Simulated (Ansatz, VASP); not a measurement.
# One calculation of B5P, two programs

```
B P
1.0
     3.30151    0.00000    0.00000
    -1.65076    2.85919    0.00000
     0.00000    0.00000    6.17175
B P
5 1
Direct
  0.16587 0.83413 0.95414
  0.16587 0.33174 0.95414
  0.66826 0.83413 0.95414
  0.66667 0.33333 0.52128
  0.66667 0.33333 0.80955
  0.33333 0.66667 0.43457
```

Alike in both runs: functional PBE; k mesh 6 × 6 × 4; occupations gaussian, width 0.1 eV; no spin polarisation.

Ansatz relaxed the structure, and its values are those at the end. VASP's run is a single point on that final structure, the one shown.

```csv
,VASP,Ansatz
version,VASP 6.6.1,Ansatz 0.2.0
potentials or method,"VASP PAW PBE potentials, release 64 (B, P), cutoff 500 eV","scalar-relativistic, plane waves, PAW"
valence electrons in the cell,20,20
```

Ansatz gave:

- gap on the k mesh at the Fermi level (eV): none
- pressure (GPa): 0.0
- rms of the force components (eV/Å): 0.007

Task: What did VASP give for the same quantities?

Result: gap on the k mesh at the Fermi level (eV): none; pressure (GPa): -0.1; rms of the force components (eV/Å): 0.009.

A gap of «none» marks a metal or a gap that the smearing closes. The functional is the same, so the differences come from potentials, cutoffs and numerics.

The k mesh is coarse, so the values compare programs but aren't converged.
